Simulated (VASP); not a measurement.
Here is a VASP 6.6.1 calculation.

File INCAR:

```
SYSTEM = AlRu
  PREC = Accurate
  ENCUT = 520
  EDIFF = 1E-6
  ISMEAR = 0
  SIGMA = 0.15
  LREAL = .False.
  LASPH = .True.
  NELM = 80
  ALGO = Fast
  ISIF = 2
  LWAVE = .False.
  LCHARG = .False.
  GGA = PE
  NBANDS = 16
```

File KPOINTS:

```
regular mesh
0
Gamma
  20 20 20
  0 0 0
```

File POSCAR:

```
AlRu
1.0
    3.0491459955      0.0000000000      0.0000000000
    0.0000000000      3.0491459955      0.0000000000
    0.0000000000      0.0000000000      2.9139621829
Al Ru
1 1
Direct
    0.0000000000      0.0000000000      0.0000000000
    0.5000000000      0.5000000000      0.5000000000
```

Potentials or basis: VASP PAW PBE potentials, release 64 (Al, Ru_pv).

Command:

```console
$ cat potpaw_PBE.64/Al/POTCAR potpaw_PBE.64/Ru_pv/POTCAR > POTCAR
$ mpirun -np 1 vasp_std > vasp.out
```

(1) Estimate the pressure.

## Answers

(1) 0.3 GPa.

Caveat: the cell differs from its parent crystal (strain +0.015 along x and y, -0.030 along z).
